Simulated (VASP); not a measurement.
# LaSc2F (P4/mmm) in VASP: notebook

Runs on LaSc2F. Level: PBE. Tasks: single point.

All numbers are computed with VASP 6.6.1; they aren't measurements. Logs are shortened: lines on timing, memory, paths and dates and some standing lists are left out, and cuts for length are marked.

### Step 1. The cell of the first run

It takes space group P4/mmm (No. 123, tetragonal). Conventional cell: a = 3.805 Å, b = 3.805 Å, c = 5.213 Å, α = 90.00°, β = 90.00°, γ = 90.00°. La (site symmetry 4/mmm) has 6 Sc at 2.61 to 2.69 Å within 3.4 Å. Sc (site symmetry 4/mmm) has 2 La at 2.61 Å and 4 F at 2.69 Å within 3.4 Å. Within 3.4 Å of Sc (site symmetry 4/mmm) lie 2 F at 2.61 Å and 4 La at 2.69 Å. F (site symmetry 4/mmm) has 6 Sc at 2.61 to 2.69 Å within 3.4 Å.

The cell was generated, and may not be a known phase.

### Step 2. Single point, PBE

Input file INCAR:

```
PREC = Accurate
ENCUT = 520
EDIFF = 1E-6
ISMEAR = 0
SIGMA = 0.1
LREAL = False
LASPH = True
NELM = 60
ALGO = Normal
ISIF = 2
LWAVE = False
LCHARG = False
GGA = PE
NBANDS = 28
```

Input file KPOINTS:

```
Automatic mesh
0
Gamma
  4 4 4
```

Input file POSCAR:

```
LaSc2F
1.0
    3.8054277700      0.0000000000      0.0000000000
    0.0000000000      3.8054277700      0.0000000000
    0.0000000000      0.0000000000      5.2131138200
La Sc F
1 2 1
Direct
    0.0000000000      0.0000000000      0.0000000000
    0.0000000000      0.0000000000      0.5000000000
    0.5000000000      0.5000000000      0.0000000000
    0.5000000000      0.5000000000      0.5000000000
```

Potentials or basis: VASP PAW PBE potentials, release 64 (La, Sc_sv, F).

Started as:

```
$ cat potpaw_PBE.64/La/POTCAR potpaw_PBE.64/Sc_sv/POTCAR potpaw_PBE.64/F/POTCAR > POTCAR
$ mpirun -np 1 vasp_std > vasp.out
```

OUTCAR:

```text
PREC = Accurate
   ENCUT = 520
   EDIFF = 1E-6
   ISMEAR = 0
   LREAL = False
   LASPH = True
   NELM = 60
   ISIF = 2
   GGA = PE

 ion  position               nearest neighbor table
   1  0.000  0.000  0.000-   2 2.61   2 2.61   3 2.69   3 2.69   3 2.69   3 2.69
   2  0.000  0.000  0.500-   1 2.61   1 2.61
   3  0.500  0.500  0.000-   4 2.61   4 2.61   1 2.69   1 2.69   1 2.69   1 2.69
   4  0.500  0.500  0.500-   3 2.61   3 2.61

  LATTYP: Found a simple tetragonal cell.
 ALAT       =     3.8054277700
 C/A-ratio  =     1.3699153249

  Lattice vectors:

 A1 = (   3.8054277700,   0.0000000000,   0.0000000000)
 A2 = (   0.0000000000,   3.8054277700,   0.0000000000)
 A3 = (   0.0000000000,   0.0000000000,   5.2131138200)

Analysis of symmetry for initial positions (statically):
=====================================================================
 Subroutine PRICEL returns:
 Original cell was already a primitive cell.

 Routine SETGRP: Setting up the symmetry group for a
 simple tetragonal supercell.

 Subroutine GETGRP returns: Found 16 space group operations
 (whereof 16 operations were pure point group operations)
 out of a pool of 16 trial point group operations.

The static configuration has the point symmetry D_4h.

Analysis of symmetry for dynamics (positions and initial velocities):
=====================================================================
 Subroutine PRICEL returns:
 Original cell was already a primitive cell.

 Routine SETGRP: Setting up the symmetry group for a
 simple tetragonal supercell.

 Subroutine GETGRP returns: Found 16 space group operations
 (whereof 16 operations were pure point group operations)
 out of a pool of 16 trial point group operations.

The dynamic configuration has the point symmetry D_4h.

 Subroutine INISYM returns: Found 16 space group operations
 (whereof 16 operations are pure point group operations),
 and found     1 'primitive' translations

----------------------------------------------------------------------------------------

                                     Primitive cell

  volume of cell :      75.4926

  direct lattice vectors                    reciprocal lattice vectors
     3.805427770  0.000000000  0.000000000     0.262782547  0.000000000  0.000000000
     0.000000000  3.805427770  0.000000000     0.000000000  0.262782547  0.000000000
     0.000000000  0.000000000  5.213113820     0.000000000  0.000000000  0.191823934

  length of vectors
     3.805427770  3.805427770  5.213113820     0.262782547  0.262782547  0.191823934

  position of ions in fractional coordinates (direct lattice)
     0.000000000  0.000000000  0.000000000
     0.000000000  0.000000000  0.500000000
     0.500000000  0.500000000  0.000000000
     0.500000000  0.500000000  0.500000000

  ion indices of the primitive-cell ions
   primitive index   ion index
                 1           1
                 2           2
                 3           3
                 4           4

----------------------------------------------------------------------------------------

 KPOINTS: Automatic mesh

Automatic generation of k-mesh.
 Grid dimensions read from file:
 generate k-points for:    4    4    4

 Generating k-lattice:

  Cartesian coordinates                     Fractional coordinates (reciprocal lattice)
     0.065695637  0.000000000  0.000000000     0.250000000  0.000000000  0.000000000
     0.000000000  0.065695637  0.000000000     0.000000000  0.250000000  0.000000000
     0.000000000  0.000000000  0.047955983     0.000000000  0.000000000  0.250000000

  Length of vectors
     0.065695637  0.065695637  0.047955983

  Shift w.r.t. Gamma in fractional coordinates (k-lattice)
     0.000000000  0.000000000  0.000000000

 Subroutine IBZKPT returns following result:
 ===========================================

 Found     18 irreducible k-points:

 Following reciprocal coordinates:
            Coordinates               Weight
  0.000000  0.000000  0.000000      1.000000
  0.250000  0.000000  0.000000      4.000000
  0.500000  0.000000  0.000000      2.000000
  0.250000  0.250000  0.000000      4.000000
  0.500000  0.250000  0.000000      4.000000
  0.500000  0.500000  0.000000      1.000000
[... 10 lines left out ...]
  0.500000  0.250000  0.500000      4.000000
  0.500000  0.500000  0.500000      1.000000
   k-points           NKPTS =     18   k-points in BZ     NKDIM =     18   number of bands    NBANDS=     28
   number of dos      NEDOS =    301   number of ions     NIONS =      4
   total plane-waves  NPLWV =  31360
   dimension x,y,z NGX =    28 NGY =   28 NGZ =   40
   dimension x,y,z NGXF=    56 NGYF=   56 NGZF=   80
   ions per type =               1   2   1
   NGX,Y,Z   is equivalent  to a cutoff of  12.23, 12.23, 12.76 a.u.
   NGXF,Y,Z  is equivalent  to a cutoff of  24.46, 24.46, 25.51 a.u.
 SYSTEM =  unknown system
   PREC   = accura    normal or accurate (medium, high low for compatibility)
   ISTART =      0    job   : 0-new  1-cont  2-samecut
   ICHARG =      2    charge: 1-file 2-atom 10-const
   ISPIN  =      1    spin polarized calculation?
   LNONCOLLINEAR =      F non collinear calculations
   LSORBIT =      F    spin-orbit coupling
   LASPH  =      T    aspherical Exc in radial PAW
   ENCUT  =  520.0 eV  38.22 Ry    6.18 a.u.   7.08  7.08  9.69*2*pi/ulx,y,z
   NELM   =     60;   NELMIN=  2; NELMDL= -5     # of ELM steps
   EDIFF  = 0.1E-05   stopping-criterion for ELM
   LREAL  =      F    real-space projection
   EDIFFG = 0.1E-04   stopping-criterion for IOM
   NSW    =      0    number of steps for IOM
   IBRION =     -1    ionic relax: 0-MD 1-quasi-New 2-CG
   NFREE  =      0    steps in history (QN), initial steepest desc. (CG)
   ISIF   =      2    stress and relaxation
   ISYM   =      2    0-nonsym 1-usesym 2-fastsym
   POTIM  = 0.5000    time-step for ionic-motion
   TEBEG  =    0.0;   TEEND  =   0.0 temperature during run
   PSTRESS=    0.0 pullay stress
   NELECT =      40.0000    total number of electrons
   NUPDOWN=      -1.0000    fix difference up-down
   EMIN   =  10.00;   EMAX   =-10.00  energy-range for DOS
   EFERMI =   0.00;   METHOD = LEGACY
   ISMEAR =     0;   SIGMA  =   0.10  broadening in eV -4-tet -1-fermi 0-gaus
   EFERMI_NEDOS =   21; number of points for ismear=-14 and -15
   IALGO  =     38    algorithm
   IMIX   =      4    mixing-type and parameters
     AMIX     =   0.40;   BMIX     =  1.00
     AMIX_MAG =   1.60;   BMIX_MAG =  1.00
  volume/ion in A,a.u.               =      18.87       127.36
  Fermi-wavevector in a.u.,A,eV,Ry     =   1.324728  2.503373 23.876928  1.754905
  Thomas-Fermi vector in A             =   2.454241
   LORBIT       =      0    0 simple, 1 ext, 2 COOP (PROOUT), +10 PAW based schemes
   GGA     = PE    functional components
   LHFCALC =     F    Hartree Fock is set to
   AEXX    =    0.0000 exact exchange contribution
   IVDW    =     0    specifies the selected vdW correction
   LEPSILON=     F    determine dielectric tensor
   LRPA    =     F    only Hartree local field effects (RPA)
 non-spin polarized calculation
 Gauss-broadening in eV      SIGMA  =   0.10
  energy-cutoff  :      520.00
  volume of cell :       75.49
 maximum number of plane-waves:      2046
   NGX = 15   NGY = 15   NGZ = 19

 number of electron      39.9999997 magnetization

 Free energy of the ion-electron system (eV)
  ---------------------------------------------------
  ext. energy  EPLUGINS =         0.00000000
  ---------------------------------------------------
  free energy    TOTEN  =       -18.84663367 eV

  energy without entropy =      -18.80899829  energy(sigma->0) =      -18.82781598

 E-fermi :   7.1977     XC(G=0): -10.6223

 val. band max:        7.1911371977   @ k =   0.2500   0.0000   0.5000
 cond. band min:       7.2122767848   @ k =   0.2500   0.0000   0.2500
 fundamental gap:      0.0211395871
 Fermi energy:         7.1976625933

 k-point     1 :       0.0000    0.0000    0.0000
  band No.  band energies     occupation
      1     -42.6796      2.00000
      2     -41.9434      2.00000
      3     -24.7745      2.00000
      4     -21.5068      2.00000
      5     -21.3732      2.00000
      6     -21.3732      2.00000
[... 20 lines left out ...]
     27       9.9303      0.00000
     28      10.2682      0.00000

 k-point     2 :       0.2500    0.0000    0.0000
  band No.  band energies     occupation
      1     -42.6781      2.00000
      2     -41.9400      2.00000
      3     -24.8392      2.00000
      4     -21.5006      2.00000
      5     -21.4069      2.00000
      6     -21.3696      2.00000
[... 20 lines left out ...]
     27       9.5053      0.00000
     28      10.0043      0.00000

 k-point     3 :       0.5000    0.0000    0.0000
  band No.  band energies     occupation
      1     -42.6767      2.00000
      2     -41.9366      2.00000
      3     -24.9014      2.00000
      4     -21.4944      2.00000
      5     -21.4404      2.00000
      6     -21.3660      2.00000
[... 20 lines left out ...]
     27       9.2303      0.00000
     28       9.6995      0.00000

 k-point     4 :       0.2500    0.2500    0.0000
  band No.  band energies     occupation
      1     -42.6767      2.00000
      2     -41.9369      2.00000
      3     -24.8184      2.00000
      4     -21.4961      2.00000
      5     -21.4036      2.00000
      6     -21.3945      2.00000
[... 20 lines left out ...]
     27       9.7688      0.00000
     28      10.0002      0.00000

 k-point     5 :       0.5000    0.2500    0.0000
  band No.  band energies     occupation
      1     -42.6753      2.00000
      2     -41.9337      2.00000
      3     -24.7985      2.00000
      4     -21.4915      2.00000
      5     -21.4281      2.00000
      6     -21.3905      2.00000
[... 20 lines left out ...]
     27       9.8758      0.00000
     28      10.4297      0.00000

 k-point     6 :       0.5000    0.5000    0.0000
  band No.  band energies     occupation
      1     -42.6740      2.00000
      2     -41.9308      2.00000
      3     -24.6870      2.00000
      4     -21.4887      2.00000
      5     -21.4162      2.00000
      6     -21.4162      2.00000
[... 277 lines left out ...]
      5     -21.3646      2.00000
      6     -21.2324      2.00000
[... 20 lines left out ...]
     27       9.8087      0.00000
     28       9.8777      0.00000

 k-point    16 :       0.2500    0.2500    0.5000
  band No.  band energies     occupation
      1     -42.6763      2.00000
      2     -41.9368      2.00000
      3     -24.9723      2.00000
      4     -21.4052      2.00000
      5     -21.3900      2.00000
      6     -21.2075      2.00000
[... 20 lines left out ...]
     27       9.4051      0.00000
     28       9.9631      0.00000

 k-point    17 :       0.5000    0.2500    0.5000
  band No.  band energies     occupation
      1     -42.6749      2.00000
      2     -41.9336      2.00000
      3     -24.9529      2.00000
      4     -21.4275      2.00000
      5     -21.3874      2.00000
      6     -21.2107      2.00000
[... 20 lines left out ...]
     27       9.4342      0.00000
     28      10.6085      0.00000

 k-point    18 :       0.5000    0.5000    0.5000
  band No.  band energies     occupation
      1     -42.6736      2.00000
      2     -41.9307      2.00000
      3     -24.8504      2.00000
      4     -21.4101      2.00000
      5     -21.4101      2.00000
      6     -21.1612      2.00000
[... 20 lines left out ...]
     27       9.8847      0.00000
     28       9.8847      0.00000

------------------------ aborting loop because EDIFF is reached ----------------------------------------

  FORCE on cell =-STRESS in cart. coord.  units (eV):
  Direction    XX          YY          ZZ          XY          YZ          ZX
  --------------------------------------------------------------------------------------
  -------------------------------------------------------------------------------------
  Total        5.4530327      5.4530327      6.5109098      0.0000000     -0.0000000      0.0000000
  in kB      115.7296157    115.7296157    138.1809234      0.0000000     -0.0000000      0.0000000
  external PRESSURE =     123.2133850 kB  Pullay stress =       0.0000000 kB

 VOLUME and BASIS-vectors are now :
 -----------------------------------------------------------------------------
  energy-cutoff  :      520.00
  volume of cell :       75.49
      direct lattice vectors                 reciprocal lattice vectors
     3.805427770  0.000000000  0.000000000     0.262782547  0.000000000  0.000000000
     0.000000000  3.805427770  0.000000000     0.000000000  0.262782547  0.000000000
     0.000000000  0.000000000  5.213113820     0.000000000  0.000000000  0.191823934

 POSITION                                       TOTAL-FORCE (eV/Angst)
 -----------------------------------------------------------------------------------
      0.00000      0.00000      0.00000         0.000000      0.000000      0.000000
      0.00000      0.00000      2.60656         0.000000      0.000000      0.000000
      1.90271      1.90271      0.00000         0.000000      0.000000      0.000000
      1.90271      1.90271      2.60656         0.000000      0.000000      0.000000
 -----------------------------------------------------------------------------------
    total drift:                                0.000000      0.000000      0.000000

  FREE ENERGIE OF THE ION-ELECTRON SYSTEM (eV)
  ---------------------------------------------------
  free  energy   TOTEN  =       -18.8466336684 eV

  energy  without entropy=      -18.8089982879  energy(sigma->0) =      -18.82781598
```

It took 48 s on 1 thread of Intel Xeon Platinum 8259CL at 2.50GHz (Skylake/Cascade Lake), shared host; peak memory 0.2 GiB.

Results:

* Free energy: -18.8466 eV
* Pressure: 12.3 GPa
* Band gap on the k mesh: zero (bands 20 and 21 overlap by 1.29 eV)

Caveat: the k points lie up to 0.41 Å⁻¹ apart, too coarse for converged energies and pressures of a metal; spin-orbit coupling is left out, which moves the levels of the heavy elements.

### Step 3. Single point, PBE

This run uses another cell than the first one, of 24.31 Å³/atom.

Input file INCAR:

```
SYSTEM = LaSc2F
ALGO = Normal
EDIFF = 1E-7
ENCUT = 520
GGA = PE
ISIF = 2
ISMEAR = 0
LASPH = .TRUE.
LCHARG = .FALSE.
LREAL = .FALSE.
LWAVE = .FALSE.
NBANDS = 28
NELM = 100
PREC = Accurate
SIGMA = 0.1
```

Input file KPOINTS:

```
k-points
0
G
  4 4 4
  0 0 0
```

Input file POSCAR:

```
LaSc2F
1.0
    4.0770660748      0.0000000000      0.0000000000
    0.0000000000      4.0770660748      0.0000000000
    0.0000000000      0.0000000000      5.8498304795
La Sc F
1 2 1
Direct
    0.0000000000      0.0000000000      0.0000000000
    0.0000000000      0.0000000000      0.5000000000
    0.5000000000      0.5000000000      0.0000000000
    0.5000000000      0.5000000000      0.5000000000
```

Potentials or basis: VASP PAW PBE potentials, release 64 (La, Sc_sv, F).

Started as:

```
$ cat potpaw_PBE.64/La/POTCAR potpaw_PBE.64/Sc_sv/POTCAR potpaw_PBE.64/F/POTCAR > POTCAR
$ mpirun -np 1 vasp_std > vasp.out
```

Wall time 83 s (1 thread of Intel Xeon Platinum 8259CL at 2.50GHz (Skylake/Cascade Lake), shared host); peak memory 0.23 GiB.

Results (log left out):

```
Free energy            : -19.5552 eV
Pressure               : 0.2 GPa
Band gap on the k mesh : zero (bands 20 and 21 overlap by 0.75 eV)
```

Stress tensor (GPa, compression positive):
```
0.20 0.00 0.00
0.00 0.20 0.00
0.00 0.00 0.32
```

Levels at points of the mesh, in eV from the Fermi level:
| k point | band 18 | band 19 | band 20 | band 21 | band 22 | band 23 |
| --- | --- | --- | --- | --- | --- | --- |
| (0.00, 0.00, 0.00) | -2.32 | -1.32 | -0.71 | -0.20 | -0.20 | 0.56 |
| (0.50, 0.00, 0.00) | -0.81 | -0.34 | 0.08 | 0.47 | 0.59 | 0.96 |
| (0.50, 0.50, 0.00) | -1.66 | -1.00 | -0.76 | 0.66 | 1.03 | 1.86 |
| (0.00, 0.00, 0.50) | -2.00 | -0.85 | -0.69 | 0.26 | 0.75 | 0.77 |
| (0.50, 0.00, 0.50) | -0.51 | 0.14 | 0.29 | 0.75 | 1.06 | 1.17 |
| (0.50, 0.50, 0.50) | -0.81 | -0.77 | 0.29 | 0.29 | 0.58 | 0.93 |

Caveat: the k points lie up to 0.39 Å⁻¹ apart, too coarse for converged energies and pressures of a metal; spin-orbit coupling is left out, which moves the levels of the heavy elements.

The gap in the log of VASP goes by the Fermi energy; the results here count the filled bands.